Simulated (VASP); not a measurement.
Set up this calculation in VASP 6.6.1, as the native input.

- Task: single point
- Functional: r2SCAN
- Potentials or basis: VASP PAW PBE potentials, release 64 (Ti_sv)
- Cutoff: 520 eV
- k mesh: 20 × 20 × 20
- Occupations: gaussian, width 0.15 eV
- Spin: no spin polarisation
- Dipole correction: no
- Further INCAR settings: ALGO = Normal; EDIFF = 1e-06; NBANDS = 12

The system is Ti.

```
Ti
1.0
     0.00000    1.86760    1.86760
     1.86760    0.00000    1.86760
     1.86760    1.86760    0.00000
Ti
1
Direct
  0.00000 0.00000 0.00000
```

This cell differs from its parent crystal: strain -0.080 along x and y, -0.080 along z.

These files were run (other wordings do the same):

POSCAR

```
Ti
1.0
    0.0000000000      1.8676000000      1.8676000000
    1.8676000000      0.0000000000      1.8676000000
    1.8676000000      1.8676000000      0.0000000000
Ti
1
Direct
    0.0000000000      0.0000000000      0.0000000000
```

INCAR.step1

```
SYSTEM = Ti
PREC = Accurate
ENCUT = 520
ISMEAR = 0
SIGMA = 0.15
LREAL = .FALSE.
LASPH = .TRUE.
NELM = 60
NBANDS = 12
GGA = PE
ALGO = Normal
EDIFF = 1E-4
LWAVE = .TRUE.
LCHARG = .FALSE.
```

INCAR.step2

```
SYSTEM = Ti
PREC = Accurate
ENCUT = 520
EDIFF = 1E-6
ISMEAR = 0
SIGMA = 0.15
LREAL = .FALSE.
LASPH = .TRUE.
NELM = 60
ALGO = Normal
ISIF = 2
LWAVE = .FALSE.
LCHARG = .FALSE.
METAGGA = R2SCAN
LMIXTAU = .TRUE.
NBANDS = 12
ISTART = 1
```

KPOINTS

```
Automatic mesh
0
G
  20 20 20
  0 0 0
```

Potentials or basis: VASP PAW PBE potentials, release 64 (Ti_sv).

Run with:

```bash
$ cat potpaw_PBE.64/Ti_sv/POTCAR > POTCAR
$ cp INCAR.step1 INCAR
$ mpirun -np 1 vasp_std > vasp.out
$ cp INCAR.step2 INCAR
$ mpirun -np 1 vasp_std > vasp.out
```

Results of the run:

- Pressure: 51.0 GPa
- Band gap on the k mesh: zero (band 6 reaches 12.84 eV, above the bottom of band 7 at 11.19 eV)

Caveat: the cell differs from its parent crystal (strain -0.080 along x and y, -0.080 along z); the PAW data sets were made with another functional, which shifts forces and pressure a little.

It took 61 s on 1 thread of Intel(R) Xeon(R) 6975P-C (Granite Rapids), on a shared host, peak memory 0.15 GiB.
